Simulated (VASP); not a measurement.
# CaO (kpat) (Fm-3m) in VASP: vibrations by perturbation theory with PBE

Aim: the vibrations by perturbation theory of CaO (kpat) with PBE.

Everything below comes from runs of VASP 6.6.1. Logs are shortened: lines on timing, memory, paths and dates and some standing lists are left out, and cuts for length are marked.

### 1 The cell of the first run

The structure is cubic, space group Fm-3m (No. 225). Conventional cell: a = 4.707 Å, b = 4.707 Å, c = 4.707 Å, α = 90.00°, β = 90.00°, γ = 90.00°. Ca (site symmetry m-3m) has 6 O at 2.35 Å within 3.1 Å. Within 3.1 Å of O (site symmetry m-3m) lie 6 Ca at 2.35 Å.

### 2 Vibrations by perturbation theory, PBE

INCAR reads:

```
  PREC = Accurate
  ENCUT = 520
  EDIFF = 1E-8
  ISMEAR = 0
  SIGMA = 0.01
  LREAL = F
  LASPH = T
  NELM = 60
  ALGO = Normal
  ISIF = 2
  LWAVE = F
  LCHARG = F
  GGA = PE
  NBANDS = 15
  IBRION = 8
  NSW = 1
  LEPSILON = T
```

KPOINTS reads:

```
regular mesh
0
Gamma
  8 8 8
```

POSCAR reads:

```
CaO
1.0
    0.0000000000      2.3537266236      2.3537266236
    2.3537266236      0.0000000000      2.3537266236
    2.3537266236      2.3537266236      0.0000000000
Ca O
1 1
Direct
    0.0000000000      0.0000000000      0.0000000000
    0.5000000000      0.5000000000      0.5000000000
```

Potentials or basis: VASP PAW PBE potentials, release 64 (Ca_sv, O).

Started as:

```sh
> cat potpaw_PBE.64/Ca_sv/POTCAR potpaw_PBE.64/O/POTCAR > POTCAR
> mpirun -np 1 vasp_std > vasp.out
```

OUTCAR:

```text
PREC = Accurate
   ENCUT = 520
   EDIFF = 1E-8
   ISMEAR = 0
   LREAL = F
   LASPH = T
   NELM = 60
   ISIF = 2
   GGA = PE
   IBRION = 8
   NSW = 1
   LEPSILON = T

 ion  position               nearest neighbor table
   1  0.000  0.000  0.000-   2 2.35   2 2.35   2 2.35   2 2.35   2 2.35   2 2.35
   2  0.500  0.500  0.500-   1 2.35   1 2.35   1 2.35   1 2.35   1 2.35   1 2.35

  LATTYP: Found a face centered cubic cell.
 ALAT       =     4.7074532472

  Lattice vectors:

 A1 = (   0.0000000000,   2.3537266236,   2.3537266236)
 A2 = (   2.3537266236,   0.0000000000,   2.3537266236)
 A3 = (   2.3537266236,   2.3537266236,   0.0000000000)

Analysis of symmetry for initial positions (statically):
=====================================================================
 Subroutine PRICEL returns:
 Original cell was already a primitive cell.

 Routine SETGRP: Setting up the symmetry group for a
 face centered cubic supercell.

 Subroutine GETGRP returns: Found 48 space group operations
 (whereof 48 operations were pure point group operations)
 out of a pool of 48 trial point group operations.

The static configuration has the point symmetry O_h .

Analysis of symmetry for dynamics (positions and initial velocities):
=====================================================================
 Subroutine PRICEL returns:
 Original cell was already a primitive cell.

 Routine SETGRP: Setting up the symmetry group for a
 face centered cubic supercell.

 Subroutine GETGRP returns: Found 48 space group operations
 (whereof 48 operations were pure point group operations)
 out of a pool of 48 trial point group operations.

The dynamic configuration has the point symmetry O_h .

 Subroutine INISYM returns: Found 48 space group operations
 (whereof 48 operations are pure point group operations),
 and found     1 'primitive' translations

----------------------------------------------------------------------------------------

                                     Primitive cell

  volume of cell :      26.0794

  direct lattice vectors                    reciprocal lattice vectors
     0.000000000  2.353726624  2.353726624    -0.212429088  0.212429088  0.212429088
     2.353726624  0.000000000  2.353726624     0.212429088 -0.212429088  0.212429088
     2.353726624  2.353726624  0.000000000     0.212429088  0.212429088 -0.212429088

  length of vectors
     3.328672113  3.328672113  3.328672113     0.367937973  0.367937973  0.367937973

  position of ions in fractional coordinates (direct lattice)
     0.000000000  0.000000000  0.000000000
     0.500000000  0.500000000  0.500000000

  ion indices of the primitive-cell ions
   primitive index   ion index
                 1           1
                 2           2

----------------------------------------------------------------------------------------

 KPOINTS: regular mesh

Automatic generation of k-mesh.
 Grid dimensions read from file:
 generate k-points for:    8    8    8

 Generating k-lattice:

  Cartesian coordinates                     Fractional coordinates (reciprocal lattice)
    -0.026553636  0.026553636  0.026553636     0.125000000  0.000000000  0.000000000
     0.026553636 -0.026553636  0.026553636     0.000000000  0.125000000  0.000000000
     0.026553636  0.026553636 -0.026553636     0.000000000  0.000000000  0.125000000

  Length of vectors
     0.045992247  0.045992247  0.045992247

  Shift w.r.t. Gamma in fractional coordinates (k-lattice)
     0.000000000  0.000000000  0.000000000

 Subroutine IBZKPT returns following result:
 ===========================================

 Found     29 irreducible k-points:

 Following reciprocal coordinates:
            Coordinates               Weight
  0.000000  0.000000  0.000000      1.000000
  0.125000  0.000000  0.000000      8.000000
[... 535 lines left out ...]
  energy-cutoff  :      520.00
  volume of cell :       26.08
      direct lattice vectors                 reciprocal lattice vectors
     0.000000000  2.353726624  2.353726624    -0.212429088  0.212429088  0.212429088
     2.353726624  0.000000000  2.353726624     0.212429088 -0.212429088  0.212429088
     2.353726624  2.353726624  0.000000000     0.212429088  0.212429088 -0.212429088

 POSITION                                       TOTAL-FORCE (eV/Angst)
 -----------------------------------------------------------------------------------
      0.00000      0.00000      0.00000         0.000000     -0.000000     -0.000000
      2.35373      2.35373      2.35373        -0.000000      0.000000      0.000000
 -----------------------------------------------------------------------------------
    total drift:                                0.000000      0.000000      0.000000

  FREE ENERGIE OF THE ION-ELECTRON SYSTEM (eV)
  ---------------------------------------------------
  free  energy   TOTEN  =       -12.7348978590 eV

  energy  without entropy=      -12.7348978590  energy(sigma->0) =      -12.73489786

 HEAD OF MICROSCOPIC STATIC DIELECTRIC TENSOR (INDEPENDENT PARTICLE, excluding Hartree and local field effects)
 ------------------------------------------------------
           3.956999     0.000000    -0.000000
          -0.000000     3.956999     0.000000
          -0.000000     0.000000     3.956999
 ------------------------------------------------------

 Free energy of the ion-electron system (eV)
  ---------------------------------------------------
  ---------------------------------------------------
  free energy    TOTEN  =        -0.22232834 eV

  energy without entropy =       -0.22232834

------------------------ aborting loop because EDIFF is reached ----------------------------------------

--------------------------------------- Ionic step        2  -------------------------------------------

------------------------ aborting loop because EDIFF is reached ----------------------------------------

--------------------------------------- Ionic step        3  -------------------------------------------

------------------------ aborting loop because EDIFF is reached ----------------------------------------

 PIEZOELECTRIC TENSOR FIELD DIRECTION 3  (e Angst)
 -----------------------------------------------------------------------------
     0.00000  0.00000  0.00000           ( -0.00001  0.00000  0.00000)
     0.00000  0.00000 -0.00000           (  0.00000 -0.00001 -0.00000)
    -0.00000  0.00000 -0.00074           (  0.00000 -0.00000 -0.00000)

 PIEZOELECTRIC TENSOR FIELD DIRECTION 3  (C/m^2)
 -----------------------------------------------------------------------------
     0.00000  0.00000  0.00000
     0.00000  0.00000 -0.00000
    -0.00000  0.00000 -0.00046

--------------------------------------- Ionic step        4  -------------------------------------------

------------------------ aborting loop because EDIFF is reached ----------------------------------------

[... ionic steps 5 to 6 ...]

--------------------------------------- Ionic step        7  -------------------------------------------

 Free energy of the ion-electron system (eV)
  ---------------------------------------------------
  ---------------------------------------------------
  free energy    TOTEN  =        -0.36455625 eV

  energy without entropy =       -0.36455625

------------------------ aborting loop because EDIFF is reached ----------------------------------------

 INTERNAL STRAIN TENSOR  FOR ION    2  DIRECTION 1   (eV/Angst):
 -----------------------------------------------------------------------------
     0.02054 -0.00000  0.00000
     0.00000 -0.01124  0.00000
     0.00000  0.00000 -0.01124

 MACROSCOPIC STATIC DIELECTRIC TENSOR (including local field effects in DFT)
 ------------------------------------------------------
           3.821837     0.000000     0.000000
          -0.000000     3.821837    -0.000000
          -0.000000     0.000000     3.821837
 ------------------------------------------------------

 PIEZOELECTRIC TENSOR (including local field effects)  for field in x, y, z        (e  Angst)
          XX          YY          ZZ          XY          YZ          ZX
  --------------------------------------------------------------------------------
  x     0.00000     0.00000     0.00000     0.00000     0.00000     0.00000
  y     0.00000     0.00000     0.00000     0.00000     0.00000     0.00000
  z     0.00000     0.00000     0.00000     0.00000     0.00000     0.00000

 PIEZOELECTRIC TENSOR (including local field effects)  for field in x, y, z        (C/m^2)
          XX          YY          ZZ          XY          YZ          ZX
  --------------------------------------------------------------------------------
  x     0.00000     0.00000     0.00000     0.00000     0.00000     0.00000
  y     0.00000     0.00000     0.00000     0.00000     0.00000     0.00000
  z     0.00000     0.00000     0.00000     0.00000     0.00000     0.00000

 BORN EFFECTIVE CHARGES (including local field effects) (in |e|, cummulative output)
 ---------------------------------------------------------------------------------
 ion    1
    1     2.37953    -0.00000     0.00000
    2     0.00000     2.37953     0.00000
    3    -0.00000    -0.00000     2.37953
 ion    2
    1    -2.37953     0.00000    -0.00000
    2    -0.00000    -2.37953    -0.00000
    3     0.00000     0.00000    -2.37953

 INTERNAL STRAIN TENSOR FOR ION    2 for displacements in x,y,z  (eV/Angst):
          X           Y           Z          XY          YZ          ZX
  --------------------------------------------------------------------------------
  x     0.00000     0.00000     0.00000     0.00000     0.00000     0.00000
  y     0.00000     0.00000     0.00000     0.00000     0.00000     0.00000
  z     0.00000     0.00000     0.00000     0.00000     0.00000     0.00000

 SECOND DERIVATIVES (NOT SYMMETRIZED)
 ------------------------------------
               1X          1Y          1Z          2X          2Y          2Z
  1X    -4.234347    0.000000    0.000000    4.234347    0.000000    0.000000
  1Y     0.000000   -4.234347    0.000000    0.000000    4.234347    0.000000
  1Z     0.000000    0.000000   -4.234347    0.000000    0.000000    4.234347
  2X     4.243741    0.000000    0.000000   -4.243741    0.000000    0.000000
  2Y     0.000000    4.243741    0.000000    0.000000   -4.243741    0.000000
  2Z     0.000000    0.000000    4.243741    0.000000    0.000000   -4.243741

 Eigenvectors and eigenvalues of the dynamical matrix
 ----------------------------------------------------

   1 f  =    9.520752 THz    59.820652 2PiTHz  317.578118 cm-1    39.374651 meV
             X         Y         Z           dx          dy          dz
      0.000000  0.000000  0.000000    -0.533728    0.000000    0.000000
      2.353727  2.353727  2.353727     0.845656    0.000000    0.000000
[... 21 lines left out ...]
   6 f/i=    0.004761 THz     0.029916 2PiTHz    0.158821 cm-1     0.019691 meV
             X         Y         Z           dx          dy          dz
      0.000000  0.000000  0.000000     0.000000    0.000000    0.845656
      2.353727  2.353727  2.353727     0.000000    0.000000    0.533728

--------------------------------------------------------------------------------------------------------

 MACROSCOPIC STATIC DIELECTRIC TENSOR IONIC CONTRIBUTION
 ------------------------------------------------------
           9.267896     0.000000     0.000000
           0.000000     9.267896     0.000000
           0.000000     0.000000     9.267896
 ------------------------------------------------------

 ELASTIC MODULI CONTR FROM IONIC RELAXATION (kBar)
 Direction    XX          YY          ZZ          XY          YZ          ZX
 --------------------------------------------------------------------------------
 XX           0.0000      0.0000      0.0000      0.0000      0.0000      0.0000
 YY           0.0000      0.0000      0.0000      0.0000      0.0000      0.0000
 ZZ           0.0000      0.0000      0.0000      0.0000      0.0000      0.0000
 XY           0.0000      0.0000      0.0000      0.0000      0.0000      0.0000
 YZ           0.0000      0.0000      0.0000      0.0000      0.0000      0.0000
 ZX           0.0000      0.0000      0.0000      0.0000      0.0000      0.0000
 --------------------------------------------------------------------------------

 PIEZOELECTRIC TENSOR IONIC CONTR  for field in x, y, z        (C/m^2)
          XX          YY          ZZ          XY          YZ          ZX
  --------------------------------------------------------------------------------
  x     0.00000     0.00000     0.00000     0.00000     0.00000     0.00000
  y     0.00000     0.00000     0.00000     0.00000     0.00000     0.00000
  z     0.00000     0.00000     0.00000     0.00000     0.00000     0.00000
```

Wall time 3.6 min (1 thread of Intel Xeon 6975P-C (Granite Rapids), shared host); peak memory 0.22 GiB.

What came out:

| Item | Value |
| --- | --- |
| Electronic dielectric tensor (diagonal) | 3.82 |
| Born charges (mean of the diagonal) | Ca +2.38; O -2.38 e |
| Highest phonon frequency at Γ, LO-TO splitting left out | 318 cm⁻¹ |

Phonon frequencies in cm⁻¹ (negative: imaginary):
```tsv
q point	frequencies
(0.000, 0.000, 0.000)	0 0 0 318 318 318
```

Electronic dielectric tensor:
```
3.82 0.00 0.00
0.00 3.82 0.00
0.00 0.00 3.82
```

Born effective charge tensors (e):
atom 1, Ca
```
2.38 0.00 0.00
0.00 2.38 0.00
0.00 0.00 2.38
```
atom 2, O
```
-2.38  0.00  0.00
 0.00 -2.38  0.00
 0.00  0.00 -2.38
```

Caveat: the cell wasn't relaxed at this level first, which shifts response properties.
